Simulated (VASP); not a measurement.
# Bi (Im-3m) in VASP: a series of runs

Bi is run at these levels: PBEsol+D3(BJ), PBE+D3(BJ), PBE+D4, revPBE+D3(BJ), revPBE+D4; tasks: single point.

Everything below comes from runs of VASP 6.6.1. Logs are shortened: lines on timing, memory, paths and dates and some standing lists are left out, and cuts for length are marked.

## (1) The cell of the first run

It takes space group Im-3m (No. 229, cubic). The conventional cell has a = 3.849 Å, b = 3.849 Å, c = 3.849 Å, α = 90.00°, β = 90.00°, γ = 90.00°. Within 4.4 Å of Bi (site symmetry m-3m) lie 14 Bi at 3.33 to 3.85 Å.

## (2) Single point, PBEsol+D3(BJ)

INCAR reads:

```
SYSTEM = Bi
PREC = Accurate
ENCUT = 520
EDIFF = 1E-6
ISMEAR = -1
SIGMA = 0.05
LREAL = .False.
LASPH = .True.
NELM = 80
ALGO = Normal
ISIF = 2
LWAVE = .False.
LCHARG = .False.
GGA = PS
IVDW = 12
NBANDS = 14
```

KPOINTS reads:

```
regular mesh
0
Gamma
  9 9 9
  0 0 0
```

POSCAR reads:

```
Bi
1.0
   -1.9246979276      1.9246979276      1.9246979276
    1.9246979276     -1.9246979276      1.9246979276
    1.9246979276      1.9246979276     -1.9246979276
Bi
1
Direct
    0.0000000000      0.0000000000      0.0000000000
```

Potentials or basis: VASP PAW PBE potentials, release 64 (Bi_d).

The run is started by

```console
cat potpaw_PBE.64/Bi_d/POTCAR > POTCAR
mpirun -np 1 vasp_std > vasp.out
```

OUTCAR:

```text
SYSTEM = Bi
   PREC = Accurate
   ENCUT = 520
   EDIFF = 1E-6
   ISMEAR = -1
   LREAL = .False.
   LASPH = .True.
   NELM = 80
   ISIF = 2
   GGA = PS
   IVDW = 12
 IVDW          = 12

 ion  position               nearest neighbor table
   1  0.000  0.000  0.000-

  LATTYP: Found a body centered cubic cell.
 ALAT       =     3.8493958552

  Lattice vectors:

 A1 = (  -1.9246979276,   1.9246979276,   1.9246979276)
 A2 = (   1.9246979276,  -1.9246979276,   1.9246979276)
 A3 = (   1.9246979276,   1.9246979276,  -1.9246979276)

Analysis of symmetry for initial positions (statically):
=====================================================================
 Subroutine PRICEL returns:
 Original cell was already a primitive cell.

 Routine SETGRP: Setting up the symmetry group for a
 body centered cubic supercell.

 Subroutine GETGRP returns: Found 48 space group operations
 (whereof 48 operations were pure point group operations)
 out of a pool of 48 trial point group operations.

The static configuration has the point symmetry O_h .

Analysis of symmetry for dynamics (positions and initial velocities):
=====================================================================
 Subroutine PRICEL returns:
 Original cell was already a primitive cell.

 Routine SETGRP: Setting up the symmetry group for a
 body centered cubic supercell.

 Subroutine GETGRP returns: Found 48 space group operations
 (whereof 48 operations were pure point group operations)
 out of a pool of 48 trial point group operations.

The dynamic configuration has the point symmetry O_h .

 Subroutine INISYM returns: Found 48 space group operations
 (whereof 48 operations are pure point group operations),
 and found     1 'primitive' translations

----------------------------------------------------------------------------------------

                                     Primitive cell

  volume of cell :      28.5199

  direct lattice vectors                    reciprocal lattice vectors
    -1.924697928  1.924697928  1.924697928     0.000000000  0.259781025  0.259781025
     1.924697928 -1.924697928  1.924697928     0.259781025  0.000000000  0.259781025
     1.924697928  1.924697928 -1.924697928     0.259781025  0.259781025  0.000000000

  length of vectors
     3.333674600  3.333674600  3.333674600     0.367385848  0.367385848  0.367385848

  position of ions in fractional coordinates (direct lattice)
     0.000000000  0.000000000  0.000000000

  ion indices of the primitive-cell ions
   primitive index   ion index
                 1           1

----------------------------------------------------------------------------------------

 KPOINTS: regular mesh

Automatic generation of k-mesh.
 Grid dimensions read from file:
 generate k-points for:    9    9    9

 Generating k-lattice:

  Cartesian coordinates                     Fractional coordinates (reciprocal lattice)
     0.000000000  0.028864558  0.028864558     0.111111111  0.000000000  0.000000000
     0.028864558  0.000000000  0.028864558     0.000000000  0.111111111  0.000000000
     0.028864558  0.028864558  0.000000000     0.000000000  0.000000000  0.111111111

  Length of vectors
     0.040820650  0.040820650  0.040820650

  Shift w.r.t. Gamma in fractional coordinates (k-lattice)
     0.000000000  0.000000000  0.000000000

 Subroutine IBZKPT returns following result:
 ===========================================

 Found     35 irreducible k-points:

 Following reciprocal coordinates:
            Coordinates               Weight
  0.000000  0.000000  0.000000      1.000000
  0.111111  0.000000  0.000000     12.000000
  0.222222  0.000000  0.000000     12.000000
  0.333333  0.000000  0.000000     12.000000
  0.444444  0.000000  0.000000     12.000000
  0.111111  0.111111  0.000000     24.000000
[... 16 lines left out ...]
 -0.333333  0.444444  0.111111     48.000000
 -0.444444 -0.444444  0.111111     24.000000
 [... further k-points ...]
   k-points           NKPTS =     35   k-points in BZ     NKDIM =     35   number of bands    NBANDS=     14
   number of dos      NEDOS =    301   number of ions     NIONS =      1
   total plane-waves  NPLWV =  21952
   dimension x,y,z NGX =    28 NGY =   28 NGZ =   28
   dimension x,y,z NGXF=    56 NGYF=   56 NGZF=   56
   ions per type =               1
   NGX,Y,Z   is equivalent  to a cutoff of  13.96, 13.96, 13.96 a.u.
   NGXF,Y,Z  is equivalent  to a cutoff of  27.93, 27.93, 27.93 a.u.
 SYSTEM =  Bi
   PREC   = accura    normal or accurate (medium, high low for compatibility)
   ISTART =      0    job   : 0-new  1-cont  2-samecut
   ICHARG =      2    charge: 1-file 2-atom 10-const
   ISPIN  =      1    spin polarized calculation?
   LNONCOLLINEAR =      F non collinear calculations
   LSORBIT =      F    spin-orbit coupling
   LASPH  =      T    aspherical Exc in radial PAW
   ENCUT  =  520.0 eV  38.22 Ry    6.18 a.u.   6.20  6.20  6.20*2*pi/ulx,y,z
   NELM   =     80;   NELMIN=  2; NELMDL= -5     # of ELM steps
   EDIFF  = 0.1E-05   stopping-criterion for ELM
   LREAL  =      F    real-space projection
   EDIFFG = 0.1E-04   stopping-criterion for IOM
   NSW    =      0    number of steps for IOM
   IBRION =     -1    ionic relax: 0-MD 1-quasi-New 2-CG
   NFREE  =      0    steps in history (QN), initial steepest desc. (CG)
   ISIF   =      2    stress and relaxation
   ISYM   =      2    0-nonsym 1-usesym 2-fastsym
   POTIM  = 0.5000    time-step for ionic-motion
   TEBEG  =    0.0;   TEEND  =   0.0 temperature during run
   PSTRESS=    0.0 pullay stress
   NELECT =      15.0000    total number of electrons
   NUPDOWN=      -1.0000    fix difference up-down
   EMIN   =  10.00;   EMAX   =-10.00  energy-range for DOS
   EFERMI =   0.00;   METHOD = LEGACY
   ISMEAR =    -1;   SIGMA  =   0.05  broadening in eV -4-tet -1-fermi 0-gaus
   EFERMI_NEDOS =   21; number of points for ismear=-14 and -15
   IALGO  =     38    algorithm
   IMIX   =      4    mixing-type and parameters
     AMIX     =   0.40;   BMIX     =  1.00
     AMIX_MAG =   1.60;   BMIX_MAG =  1.00
  volume/ion in A,a.u.               =      28.52       192.46
  Fermi-wavevector in a.u.,A,eV,Ry     =   1.321466  2.497209 23.759480  1.746273
  Thomas-Fermi vector in A             =   2.451218
   LORBIT       =      0    0 simple, 1 ext, 2 COOP (PROOUT), +10 PAW based schemes
   GGA     = PS    functional components
   LHFCALC =     F    Hartree Fock is set to
   AEXX    =    0.0000 exact exchange contribution
   IVDW    =    12    specifies the selected vdW correction
   LEPSILON=     F    determine dielectric tensor
   LRPA    =     F    only Hartree local field effects (RPA)
 non-spin polarized calculation
  energy-cutoff  :      520.00
  volume of cell :       28.52
 maximum number of plane-waves:       780
 NGX is ok and might be reduce to    28
   NGX = 13   NGY = 13   NGZ = 13

 number of electron      15.0000004 magnetization

 Free energy of the ion-electron system (eV)
  ---------------------------------------------------
  ext. energy  EPLUGINS =         0.00000000
  ---------------------------------------------------
  free energy    TOTEN  =        -4.21811771 eV

  energy without entropy =       -4.21288949  energy(sigma->0) =       -4.21550360

 E-fermi :   9.0117     XC(G=0): -10.8611

 val. band max:        8.7107910833   @ k =  -0.2222   0.2222   0.2222
 cond. band min:       9.0123115585   @ k =   0.2222   0.0000   0.0000
 fundamental gap:      0.3015204753
 Fermi energy:         9.0117356118

 k-point     1 :       0.0000    0.0000    0.0000
  band No.  band energies     occupation
      1     -14.1483      2.00000
      2     -14.1483      2.00000
      3     -14.1483      2.00000
      4     -13.9761      2.00000
      5     -13.9761      2.00000
      6      -5.2954      2.00000
      7      14.6551      0.00000
      8      14.6551      0.00000
      9      14.6551      0.00000
     10      19.1706      0.00000
     11      19.3648      0.00000
     12      19.3648      0.00000
     13      19.3648      0.00000
     14      21.1539      0.00000

 k-point     2 :       0.1111    0.0000    0.0000
  band No.  band energies     occupation
      1     -14.1548      2.00000
      2     -14.1382      2.00000
      3     -14.1160      2.00000
      4     -13.9834      2.00000
      5     -13.9771      2.00000
      6      -5.0453      2.00000
      7      12.4562      0.00000
      8      13.9093      0.00000
      9      14.3904      0.00000
     10      17.8947      0.00000
     11      18.6034      0.00000
     12      19.1587      0.00000
     13      20.5390      0.00000
     14      22.1561      0.00000

 k-point     3 :       0.2222    0.0000    0.0000
  band No.  band energies     occupation
      1     -14.1712      2.00000
      2     -14.1191      2.00000
      3     -14.0336      2.00000
      4     -13.9970      2.00000
      5     -13.9798      2.00000
      6      -4.3070      2.00000
      7       9.0123      0.99424
      8      12.5270      0.00000
      9      13.7204      0.00000
     10      16.4961      0.00000
     11      17.6751      0.00000
     12      19.4509      0.00000
     13      21.4319      0.00000
     14      24.3212      0.00000
[... 324 lines left out ...]
 k-point    23 :      -0.3333    0.4444    0.1111
  band No.  band energies     occupation
      1     -14.1336      2.00000
      2     -14.0882      2.00000
      3     -14.0232      2.00000
      4     -13.9987      2.00000
      5     -13.9095      2.00000
      6      -1.9442      2.00000
      7       5.1298      2.00000
      8       8.3210      2.00000
      9      11.8995      0.00000
     10      16.3571      0.00000
     11      17.3988      0.00000
     12      20.6960      0.00000
     13      20.9396      0.00000
     14      24.8230      0.00000

 k-point    24 :      -0.4444   -0.4444    0.1111
  band No.  band energies     occupation
      1     -14.1373      2.00000
      2     -14.0935      2.00000
      3     -14.0318      2.00000
      4     -13.9837      2.00000
      5     -13.8836      2.00000
      6      -1.2405      2.00000
      7       4.0365      2.00000
      8       7.9250      2.00000
      9      11.8044      0.00000
     10      16.5771      0.00000
     11      18.0711      0.00000
     12      19.0458      0.00000
     13      20.7410      0.00000
     14      27.2462      0.00000

 [... further k-points ...]

------------------------ aborting loop because EDIFF is reached ----------------------------------------

 Edisp (eV)   -0.57360

 E8    (eV) :    -0.4105

  FORCE on cell =-STRESS in cart. coord.  units (eV):
  Direction    XX          YY          ZZ          XY          YZ          ZX
  --------------------------------------------------------------------------------------
  -------------------------------------------------------------------------------------
  Total      -0.01871    -0.01871    -0.01871     0.00000    -0.00000    -0.00000
  in kB      -1.05133    -1.05133    -1.05133     0.00000    -0.00000    -0.00000
  external pressure =       -1.05 kB  Pullay stress =        0.00 kB

 VOLUME and BASIS-vectors are now :
 -----------------------------------------------------------------------------
  energy-cutoff  :      520.00
  volume of cell :       28.52
      direct lattice vectors                 reciprocal lattice vectors
    -1.924697928  1.924697928  1.924697928     0.000000000  0.259781025  0.259781025
     1.924697928 -1.924697928  1.924697928     0.259781025  0.000000000  0.259781025
     1.924697928  1.924697928 -1.924697928     0.259781025  0.259781025  0.000000000

 POSITION                                       TOTAL-FORCE (eV/Angst)
 -----------------------------------------------------------------------------------
      0.00000      0.00000      0.00000        -0.000000     -0.000000      0.000000
 -----------------------------------------------------------------------------------
    total drift:                                0.000000     -0.000000      0.000000

  FREE ENERGIE OF THE ION-ELECTRON SYSTEM (eV)
  ---------------------------------------------------
  free  energy   TOTEN  =        -4.7917201158 eV

  energy  without entropy=       -4.7864918956  energy(sigma->0) =       -4.78910601
```

Wall time 24 s (1 thread of AMD EPYC 7R13, shared host); peak memory 0.14 GiB.

What came out:

- Free energy: -4.7917 eV
- Pressure: -0.1 GPa
- Dispersion energy per atom: -0.574 eV

Caveat: the PAW data sets were made with another functional, which shifts forces and pressure a little; spin-orbit coupling is left out, which moves the levels of the heavy elements; pairwise dispersion overbinds metals, which lowers pressure and volume.

## (3) Single point, PBE+D3(BJ)

This run uses another cell than the first one, of 30.18 Å³/atom, 1.058 times its volume.

INCAR reads:

```
SYSTEM = Bi
PREC = Accurate ; ENCUT = 520
EDIFF = 1E-6 ; ISMEAR = -1
SIGMA = 0.05 ; LREAL = .FALSE.
LASPH = .TRUE. ; NELM = 60
ALGO = Normal ; ISIF = 2
LWAVE = .FALSE. ; LCHARG = .FALSE.
GGA = PE ; IVDW = 12
NBANDS = 14
```

KPOINTS reads:

```
Automatic mesh
0
G
  9 9 9
  0 0 0
```

POSCAR reads:

```
Bi
1.0
   -1.9612933474      1.9612933474      1.9612933474
    1.9612933474     -1.9612933474      1.9612933474
    1.9612933474      1.9612933474     -1.9612933474
Bi
1
Direct
    0.0000000000      0.0000000000      0.0000000000
```

Potentials or basis: VASP PAW PBE potentials, release 64 (Bi_d).

The run is started by

```console
cat potpaw_PBE.64/Bi_d/POTCAR > POTCAR
mpirun -np 1 vasp_std > vasp.out
```

Run time: 31 s. Hardware: 1 thread of AMD EPYC 7R13, shared host; peak memory 0.14 GiB.

It converged, with:

```yaml
Free_energy: -4.2816 eV
Pressure: -0.1 GPa
Dispersion_energy_per_atom: -0.522 eV
```

Levels at points of the mesh, in eV from the Fermi level:
| k point | band 5 | band 6 | band 7 | band 8 | band 9 | band 10 |
| --- | --- | --- | --- | --- | --- | --- |
| (0.00, 0.00, 0.00) | -22.99 | -13.81 | 5.28 | 5.28 | 5.28 | 9.46 |

Caveat: spin-orbit coupling is left out, which moves the levels of the heavy elements; pairwise dispersion overbinds metals, which lowers pressure and volume.

(Part 1 of 3 ends here.)
